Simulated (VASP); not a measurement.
Write the native input for VASP 6.6.1 that does the following.

- Task: single point
- Functional: PBE-based global hybrid with 75 % exact exchange
- Potentials or basis: VASP PAW PBE potentials, release 64 (Al, As)
- Cutoff: 400 eV
- k mesh: 4 × 4 × 4
- Occupations: gaussian, width 0.01 eV
- Spin: no spin polarisation
- Dipole correction: no
- Grid for exact exchange (PRECFOCK): Normal
- Share of exact exchange: 0.75
- Further INCAR settings: ALGO = Normal; EDIFF = 1e-06; NBANDS = 11

Crystal: AlAs.

```
CELL_PARAMETERS angstrom
0.00000 2.83893 2.83893
2.83893 0.00000 2.83893
2.83893 2.83893 0.00000
ATOMIC_POSITIONS crystal
Al 0.00000 0.00000 0.00000
As 0.25000 0.25000 0.25000
```

One way to write it, as run:

POSCAR

```
AlAs
1.0
    0.0000000000      2.8389251760      2.8389251760
    2.8389251760      0.0000000000      2.8389251760
    2.8389251760      2.8389251760      0.0000000000
Al As
1 1
Direct
    0.0000000000      0.0000000000      0.0000000000
    0.2500000000      0.2500000000      0.2500000000
```

INCAR.step1

```
PREC     = Accurate       # precision mode
ENCUT    = 400            # plane-wave cutoff, eV
EDIFF    = 1E-5           # SCF threshold, eV
ISMEAR   = 0              # smearing method
SIGMA    = 0.01           # smearing width, eV
LREAL    = F              # projectors in reciprocal space
LASPH    = T              # aspherical terms in the spheres
NELM     = 120            # most SCF steps
ALGO     = Normal         # electronic algorithm
ISIF     = 2              # what is computed and relaxed
LWAVE    = T              # write WAVECAR
GGA      = PE             # functional
NBANDS   = 11             # bands
GGA_COMPAT= F
```

INCAR.step2

```
PREC     = Accurate       # precision mode
ENCUT    = 400            # plane-wave cutoff, eV
EDIFF    = 1E-6           # SCF threshold, eV
ISMEAR   = 0              # smearing method
SIGMA    = 0.01           # smearing width, eV
LREAL    = F              # projectors in reciprocal space
LASPH    = T              # aspherical terms in the spheres
NELM     = 120            # most SCF steps
ALGO     = Normal         # electronic algorithm
ISIF     = 2              # what is computed and relaxed
LWAVE    = F              # write WAVECAR
LCHARG   = T              # write CHGCAR
GGA      = PE             # functional
LHFCALC  = T              # exact exchange
AEXX     = 0.75           # exact-exchange fraction
PRECFOCK = Normal       
LELF     = T              # ELF
LVHAR    = T            
ISTART   = 1            
NBANDS   = 11             # bands
GGA_COMPAT= F
```

KPOINTS

```
Automatic mesh
0
Gamma
  4 4 4
```

Potentials or basis: VASP PAW PBE potentials, release 64 (Al, As).

Launch:

```bash
$ cat potpaw_PBE.64/Al/POTCAR potpaw_PBE.64/As/POTCAR > POTCAR
$ cp INCAR.step1 INCAR
$ mpirun -np 1 vasp_std > vasp.out
$ cp INCAR.step2 INCAR
$ mpirun -np 1 vasp_std > vasp.out
```

It gave:

| Quantity | Value |
| --- | --- |
| Pressure | -4.2 GPa |
| Band gap on the k mesh | 5.82 eV (least direct gap 6.87 eV) |

Caveat: the k points lie up to 0.48 Å⁻¹ apart; the PAW data sets were made with another functional, which shifts forces and pressure a little.

Run time: 100 s on 1 thread of Intel(R) Xeon(R) Platinum 8488C (Sapphire Rapids) (shared host), peak memory 0.16 GiB.
